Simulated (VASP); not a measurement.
# Zn (Immm) in VASP: a series of runs

Zn is run at these levels: PBEsol; tasks: single point.

Everything below comes from runs of VASP 6.6.1. Logs are shortened: lines on timing, memory, paths and dates and some standing lists are left out, and cuts for length are marked.

## (1) The cell of the first run

The structure is orthorhombic, space group Immm (No. 71). The conventional cell has a = 2.938 Å, b = 3.030 Å, c = 3.060 Å, α = 90.00°, β = 90.00°, γ = 90.00°. Zn (site symmetry mmm) has 14 Zn at 2.61 to 3.06 Å within 3.4 Å.

## (2) Single point, PBEsol (normal strain along x -0.0400, normal strain along z -0.0100)

File INCAR:

```
ALGO     = Fast           # electronic algorithm
EDIFF    = 1E-6           # SCF threshold, eV
ENCUT    = 520            # plane-wave cutoff, eV
GGA      = PS             # functional
ISIF     = 2              # what is computed and relaxed
ISMEAR   = 0              # smearing method
LASPH    = True           # aspherical terms in the spheres
LCHARG   = False          # write CHGCAR
LREAL    = False          # projectors in reciprocal space
LWAVE    = False          # write WAVECAR
NBANDS   = 12             # bands
NELM     = 60             # most SCF steps
PREC     = Accurate       # precision mode
SIGMA    = 0.15           # smearing width, eV
```

File KPOINTS:

```
k-points
0
Gamma
  20 20 20
```

File POSCAR:

```
Zn
1.0
   -1.4688715212      1.5300745013      1.5147737563
    1.4688715212     -1.5300745013      1.5147737563
    1.4688715212      1.5300745013     -1.5147737563
Zn
1
Direct
    0.0000000000      0.0000000000      0.0000000000
```

Potentials or basis: VASP PAW PBE potentials, release 64 (Zn).

On the command line:

```console
cat potpaw_PBE.64/Zn/POTCAR > POTCAR
mpirun -np 1 vasp_std > vasp.out
```

OUTCAR:

```text
EDIFF = 1E-6
   ENCUT = 520
   GGA = PS
   ISIF = 2
   ISMEAR = 0
   LASPH = True
   LREAL = False
   NELM = 60
   PREC = Accurate

 ion  position               nearest neighbor table
   1  0.000  0.000  0.000-

  LATTYP: Found a body centered orthorhombic cell.
 ALAT       =     2.9377430424
 B/A-ratio  =     1.0312500000
 C/A-ratio  =     1.0416666667

  Lattice vectors:

 A1 = (  -1.4688715212,  -1.5300745013,   1.5147737563)
 A2 = (   1.4688715212,  -1.5300745013,  -1.5147737563)
 A3 = (   1.4688715212,   1.5300745013,   1.5147737563)

Analysis of symmetry for initial positions (statically):
=====================================================================
 Subroutine PRICEL returns:
 Original cell was already a primitive cell.

 Routine SETGRP: Setting up the symmetry group for a
 body centered orthorhombic supercell.

 Subroutine GETGRP returns: Found  8 space group operations
 (whereof  8 operations were pure point group operations)
 out of a pool of  8 trial point group operations.

The static configuration has the point symmetry D_2h.

Analysis of symmetry for dynamics (positions and initial velocities):
=====================================================================
 Subroutine PRICEL returns:
 Original cell was already a primitive cell.

 Routine SETGRP: Setting up the symmetry group for a
 body centered orthorhombic supercell.

 Subroutine GETGRP returns: Found  8 space group operations
 (whereof  8 operations were pure point group operations)
 out of a pool of  8 trial point group operations.

The dynamic configuration has the point symmetry D_2h.

 Subroutine INISYM returns: Found  8 space group operations
 (whereof  8 operations are pure point group operations),
 and found     1 'primitive' translations

----------------------------------------------------------------------------------------

                                     Primitive cell

  volume of cell :      13.6177

  direct lattice vectors                    reciprocal lattice vectors
    -1.468871521  1.530074501  1.514773756     0.000000000  0.326781473  0.330082296
     1.468871521 -1.530074501  1.514773756     0.340397368  0.000000000  0.330082296
     1.468871521  1.530074501 -1.514773756     0.340397368  0.326781473  0.000000000

  length of vectors
     2.606386590  2.606386590  2.606386590     0.464478690  0.474156821  0.471864917

  position of ions in fractional coordinates (direct lattice)
     0.000000000  0.000000000  0.000000000

  ion indices of the primitive-cell ions
   primitive index   ion index
                 1           1

----------------------------------------------------------------------------------------

 KPOINTS: k-points

Automatic generation of k-mesh.
 Grid dimensions read from file:
 generate k-points for:   20   20   20

 Generating k-lattice:

  Cartesian coordinates                     Fractional coordinates (reciprocal lattice)
     0.000000000  0.016339074  0.016504115     0.050000000 -0.000000000  0.000000000
     0.017019868  0.000000000  0.016504115    -0.000000000  0.050000000  0.000000000
     0.017019868  0.016339074  0.000000000     0.000000000 -0.000000000  0.050000000

  Length of vectors
     0.023223935  0.023707841  0.023593246

  Shift w.r.t. Gamma in fractional coordinates (k-lattice)
     0.000000000  0.000000000  0.000000000

 Subroutine IBZKPT returns following result:
 ===========================================

 Found   1166 irreducible k-points:

 Following reciprocal coordinates:
            Coordinates               Weight
  0.000000  0.000000  0.000000      1.000000
  0.050000  0.000000 -0.000000      4.000000
  0.100000  0.000000 -0.000000      4.000000
  0.150000  0.000000 -0.000000      4.000000
  0.200000  0.000000 -0.000000      4.000000
  0.250000  0.000000 -0.000000      4.000000
[... 16 lines left out ...]
 -0.450000  0.050000 -0.000000      8.000000
 -0.400000  0.050000  0.000000      8.000000
 [... further k-points ...]
   k-points           NKPTS =   1166   k-points in BZ     NKDIM =   1166   number of bands    NBANDS=     12
   number of dos      NEDOS =    301   number of ions     NIONS =      1
   total plane-waves  NPLWV =   8000
   dimension x,y,z NGX =    20 NGY =   20 NGZ =   20
   dimension x,y,z NGXF=    40 NGYF=   40 NGZF=   40
   ions per type =               1
   NGX,Y,Z   is equivalent  to a cutoff of  12.76, 12.76, 12.76 a.u.
   NGXF,Y,Z  is equivalent  to a cutoff of  25.51, 25.51, 25.51 a.u.
 SYSTEM =  unknown system
   PREC   = accura    normal or accurate (medium, high low for compatibility)
   ISTART =      0    job   : 0-new  1-cont  2-samecut
   ICHARG =      2    charge: 1-file 2-atom 10-const
   ISPIN  =      1    spin polarized calculation?
   LNONCOLLINEAR =      F non collinear calculations
   LSORBIT =      F    spin-orbit coupling
   LASPH  =      T    aspherical Exc in radial PAW
   ENCUT  =  520.0 eV  38.22 Ry    6.18 a.u.   4.85  4.85  4.85*2*pi/ulx,y,z
   NELM   =     60;   NELMIN=  2; NELMDL= -5     # of ELM steps
   EDIFF  = 0.1E-05   stopping-criterion for ELM
   LREAL  =      F    real-space projection
   EDIFFG = 0.1E-04   stopping-criterion for IOM
   NSW    =      0    number of steps for IOM
   IBRION =     -1    ionic relax: 0-MD 1-quasi-New 2-CG
   NFREE  =      0    steps in history (QN), initial steepest desc. (CG)
   ISIF   =      2    stress and relaxation
   ISYM   =      2    0-nonsym 1-usesym 2-fastsym
   POTIM  = 0.5000    time-step for ionic-motion
   TEBEG  =    0.0;   TEEND  =   0.0 temperature during run
   PSTRESS=    0.0 pullay stress
   NELECT =      12.0000    total number of electrons
   NUPDOWN=      -1.0000    fix difference up-down
   EMIN   =  10.00;   EMAX   =-10.00  energy-range for DOS
   EFERMI =   0.00;   METHOD = LEGACY
   ISMEAR =     0;   SIGMA  =   0.15  broadening in eV -4-tet -1-fermi 0-gaus
   EFERMI_NEDOS =   21; number of points for ismear=-14 and -15
   IALGO  =     68    algorithm
   IMIX   =      4    mixing-type and parameters
     AMIX     =   0.40;   BMIX     =  1.00
     AMIX_MAG =   1.60;   BMIX_MAG =  1.00
  volume/ion in A,a.u.               =      13.62        91.90
  Fermi-wavevector in a.u.,A,eV,Ry     =   1.569521  2.965965 33.516550  2.463397
  Thomas-Fermi vector in A             =   2.671391
   LORBIT       =      0    0 simple, 1 ext, 2 COOP (PROOUT), +10 PAW based schemes
   GGA     = PS    functional components
   LHFCALC =     F    Hartree Fock is set to
   AEXX    =    0.0000 exact exchange contribution
   IVDW    =     0    specifies the selected vdW correction
   LEPSILON=     F    determine dielectric tensor
   LRPA    =     F    only Hartree local field effects (RPA)
 non-spin polarized calculation
 RMM-DIIS sequential band-by-band and
 Gauss-broadening in eV      SIGMA  =   0.15
  energy-cutoff  :      520.00
  volume of cell :       13.62
 maximum number of plane-waves:       382
   NGX =  9   NGY =  9   NGZ =  9

 number of electron      11.9999993 magnetization

 Free energy of the ion-electron system (eV)
  ---------------------------------------------------
  ext. energy  EPLUGINS =         0.00000000
  ---------------------------------------------------
  free energy    TOTEN  =        -1.48609114 eV

  energy without entropy =       -1.48306321  energy(sigma->0) =       -1.48457717

 E-fermi :   3.9853     XC(G=0): -12.3077

 val. band max:        3.9831320204   @ k =   0.4000   0.0500   0.0500
 cond. band min:       3.9948397605   @ k =  -0.4000  -0.4000   0.3500
 fundamental gap:      0.0117077401
 Fermi energy:         3.9852550339

 k-point     1 :       0.0000    0.0000    0.0000
  band No.  band energies     occupation
      1      -7.5483      2.00000
      2      -4.2945      2.00000
      3      -4.2213      2.00000
      4      -4.1998      2.00000
      5      -3.6579      2.00000
      6      -3.5796      2.00000
      7      24.4556      0.00000
      8      24.4873      0.00000
      9      25.3970      0.00000
     10      25.6792      0.00000
     11      26.0052      0.00000
     12      26.2641      0.00000

 k-point     2 :       0.0500    0.0000   -0.0000
  band No.  band energies     occupation
      1      -7.4640      2.00000
      2      -4.2917      2.00000
      3      -4.2224      2.00000
      4      -4.1849      2.00000
      5      -3.6671      2.00000
      6      -3.5805      2.00000
      7      22.6758      0.00000
      8      24.4076      0.00000
      9      24.6231      0.00000
     10      25.2036      0.00000
     11      25.5498      0.00000
     12      25.6575      0.00000

 k-point     3 :       0.1000    0.0000   -0.0000
  band No.  band energies     occupation
      1      -7.2140      2.00000
      2      -4.2830      2.00000
      3      -4.2450      2.00000
      4      -4.1217      2.00000
      5      -3.6915      2.00000
      6      -3.5829      2.00000
      7      19.9762      0.00000
      8      23.2763      0.00000
      9      23.5731      0.00000
     10      24.6783      0.00000
     11      24.9600      0.00000
     12      25.1296      0.00000
[... 286 lines left out ...]
 k-point    23 :      -0.4500    0.0500   -0.0000
  band No.  band energies     occupation
      1      -5.0742      2.00000
      2      -4.5354      2.00000
      3      -3.7146      2.00000
      4      -3.6146      2.00000
      5      -3.3086      2.00000
      6      -0.8205      2.00000
      7       4.7482      0.00000
      8      16.2945      0.00000
      9      17.7399      0.00000
     10      21.7239      0.00000
     11      23.5690      0.00000
     12      30.6884      0.00000

 k-point    24 :      -0.4000    0.0500    0.0000
  band No.  band energies     occupation
      1      -5.0786      2.00000
      2      -4.5042      2.00000
      3      -3.7303      2.00000
      4      -3.6192      2.00000
      5      -3.4217      2.00000
      6      -2.0418      2.00000
      7       6.6707      0.00000
      8      16.6926      0.00000
      9      18.1155      0.00000
     10      21.9624      0.00000
     11      23.7238      0.00000
     12      29.4181      0.00000

 [... further k-points ...]

------------------------ aborting loop because EDIFF is reached ----------------------------------------

  FORCE on cell =-STRESS in cart. coord.  units (eV):
  Direction    XX          YY          ZZ          XY          YZ          ZX
  --------------------------------------------------------------------------------------
  -------------------------------------------------------------------------------------
  Total        0.3431169      0.5025532      0.4667325      0.0000000      0.0000000      0.0000000
  in kB       40.3690567     59.1273525     54.9129095      0.0000000      0.0000000      0.0000000
  external PRESSURE =      51.4697729 kB  Pullay stress =       0.0000000 kB

 VOLUME and BASIS-vectors are now :
 -----------------------------------------------------------------------------
  energy-cutoff  :      520.00
  volume of cell :       13.62
      direct lattice vectors                 reciprocal lattice vectors
    -1.468871521  1.530074501  1.514773756     0.000000000  0.326781473  0.330082296
     1.468871521 -1.530074501  1.514773756     0.340397368  0.000000000  0.330082296
     1.468871521  1.530074501 -1.514773756     0.340397368  0.326781473  0.000000000

 POSITION                                       TOTAL-FORCE (eV/Angst)
 -----------------------------------------------------------------------------------
      0.00000      0.00000      0.00000         0.000000      0.000000      0.000000
 -----------------------------------------------------------------------------------
    total drift:                                0.000000     -0.000000     -0.000000

  FREE ENERGIE OF THE ION-ELECTRON SYSTEM (eV)
  ---------------------------------------------------
  free  energy   TOTEN  =        -1.4860911369 eV

  energy  without entropy=       -1.4830632088  energy(sigma->0) =       -1.48457717
```

It took 69 s on 1 thread of Intel Xeon 6975P-C (Granite Rapids), shared host; peak memory 0.28 GiB.

Results:

| Property | Result |
| --- | --- |
| Free energy | -1.4861 eV |
| Pressure | 5.1 GPa |
| Band gap on the k mesh | zero (band 6 reaches 7.70 eV, above the bottom of band 7 at 2.86 eV) |

Stress tensor (GPa, compression positive):
```
4.04 0.00 0.00
0.00 5.91 0.00
0.00 0.00 5.49
```

Levels at points of the mesh, in eV from the Fermi level:
```tsv
k point	band 3	band 4	band 5	band 6	band 7	band 8	band 9	band 10
(0.00, 0.00, 0.00)	-8.21	-8.19	-7.64	-7.56	20.47	20.50	21.41	21.69
(0.50, 0.00, 0.00)	-7.69	-7.58	-7.19	-3.46	-1.12	12.83	14.08	16.82
(0.00, 0.50, 0.00)	-7.61	-7.52	-7.18	-3.21	-0.68	11.82	12.98	15.85
(0.50, 0.50, 0.00)	-7.64	-7.52	-7.18	-3.27	-0.78	12.06	13.24	16.08
(0.50, 0.50, 0.50)	-7.29	-7.29	-7.27	3.72	4.04	5.09	8.29	8.71
```

Caveat: the cell differs from its parent crystal (normal strain along x -0.0400, normal strain along z -0.0100); the PAW data sets were made with another functional, which shifts forces and pressure a little.

## (3) Single point, PBEsol (normal strain along x -0.0300, normal strain along z -0.0100)

File INCAR:

```
SYSTEM = Zn
PREC = Accurate ; ENCUT = 520
EDIFF = 1E-7 ; ISMEAR = 0
SIGMA = 0.15 ; LREAL = .False.
LASPH = .True. ; NELM = 80
ALGO = Fast ; ISIF = 2
LWAVE = .False. ; LCHARG = .True.
GGA = PS ; LELF = .True.
LVHAR = .True. ; NBANDS = 12
```

File KPOINTS:

```
Automatic mesh
0
Gamma
  20 20 20
  0 0 0
```

File POSCAR:

```
Zn
1.0
   -1.4841722663      1.5300745013      1.5147737563
    1.4841722663     -1.5300745013      1.5147737563
    1.4841722663      1.5300745013     -1.5147737563
Zn
1
Direct
    0.0000000000      0.0000000000      0.0000000000
```

Potentials or basis: VASP PAW PBE potentials, release 64 (Zn).

On the command line:

```console
cat potpaw_PBE.64/Zn/POTCAR > POTCAR
mpirun -np 1 vasp_std > vasp.out
```

Run time: 72 s. Hardware: 1 thread of Intel Xeon 6975P-C (Granite Rapids), shared host; peak memory 0.28 GiB.

Results (log left out):

```
Free energy            : -1.4893 eV
Pressure               : 4.0 GPa
Band gap on the k mesh : zero (band 6 reaches 7.71 eV, above the bottom of band 7 at 2.83 eV)
```

Stress tensor (GPa, compression positive):
```
3.33 0.00 0.00
0.00 4.65 0.00
0.00 0.00 4.15
```

Levels at points of the mesh, in eV from the Fermi level:
```csv
k point,band 4,band 5,band 6,band 7,band 8,band 9
"(0.00, 0.00, 0.00)",-8.16,-7.60,-7.55,20.49,20.54,21.09
"(0.50, 0.00, 0.00)",-7.55,-7.17,-3.37,-1.06,12.55,13.82
"(0.00, 0.50, 0.00)",-7.51,-7.16,-3.18,-0.74,11.81,13.00
"(0.50, 0.50, 0.00)",-7.51,-7.16,-3.24,-0.84,12.05,13.26
"(0.50, 0.50, 0.50)",-7.26,-7.25,3.82,4.14,4.83,8.34
```

Caveat: the cell differs from its parent crystal (normal strain along x -0.0300, normal strain along z -0.0100); the PAW data sets were made with another functional, which shifts forces and pressure a little.

(Continued in part 2 of 2.)
